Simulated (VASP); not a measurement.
A run of VASP 6.6.1 is set up as follows.

File INCAR:

```
SYSTEM = Ga
ALGO = Fast
EDIFF = 1E-6
ENCUT = 520
GGA = PE
ISIF = 2
ISMEAR = 0
LASPH = .True.
LCHARG = .False.
LREAL = .False.
LWAVE = .False.
NBANDS = 12
NELM = 100
PREC = Accurate
SIGMA = 0.1
```

Contents of KPOINTS:

```
k-points
0
Gamma
  22 22 20
  0 0 0
```

POSCAR

```
Ga
1.0
    1.4786868932     -2.5669588221      0.0000000000
    1.4786868932      2.5669588221      0.0000000000
    0.0000000000      0.0000000000      2.8125878102
Ga
1
Direct
    0.5000000000      0.5000000000      0.0000000000
```

Potentials or basis: VASP PAW PBE potentials, release 64 (Ga_d).

Run with:

```console
$ cat potpaw_PBE.64/Ga_d/POTCAR > POTCAR
$ mpirun -np 1 vasp_std > vasp.out
```

Estimate the pressure.

-3.3 GPa.

Stress tensor (GPa, compression positive):
```
-3.35  0.00  0.00
 0.00 -3.38  0.00
 0.00  0.00 -3.27
```
